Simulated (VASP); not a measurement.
A run of VASP 6.6.1 is set up as follows.

File INCAR:

```
PREC = Accurate
ENCUT = 520
EDIFF = 1E-7
ISMEAR = 0
SIGMA = 0.1
LREAL = False
LASPH = True
NELM = 80
ALGO = Normal
ISIF = 2
LWAVE = False
LCHARG = False
GGA = PE
NBANDS = 22
```

Contents of KPOINTS:

```
regular mesh
0
Gamma
  6 6 4
```

Contents of POSCAR:

```
HfAlB4
1.0
    3.0525141000      0.0000000000      0.0000000000
   -1.5262570000      2.6435547000      0.0000000000
    0.0000000000      0.0000000000      6.9179598000
Hf Al B
1 1 4
Direct
    0.0000000000      0.0000000000      0.0000000000
    0.0000000000      0.0000000000      0.5000000000
    0.3333333000      0.6666667000      0.2645460000
    0.3333333000      0.6666667000      0.7354540000
    0.6666667000      0.3333333000      0.2645460000
    0.6666667000      0.3333333000      0.7354540000
```

Potentials or basis: VASP PAW PBE potentials, release 64 (Hf_pv, Al, B).

The run is started by

```console
$ cat potpaw_PBE.64/Hf_pv/POTCAR potpaw_PBE.64/Al/POTCAR potpaw_PBE.64/B/POTCAR > POTCAR
$ mpirun -np 1 vasp_std > vasp.out
```

(1) Predict the largest force.

(2) Predict the band gap on the k mesh.

(3) What does it give for the pressure?

Results:

(1) 0.013 eV/Å.

(2) zero (an odd number of electrons rules out a gap without spin polarisation).

(3) -0.4 GPa.

Caveat: the k points lie up to 0.40 Å⁻¹ apart, too coarse for converged energies and pressures of a metal; spin-orbit coupling is left out, which moves the levels of the heavy elements.
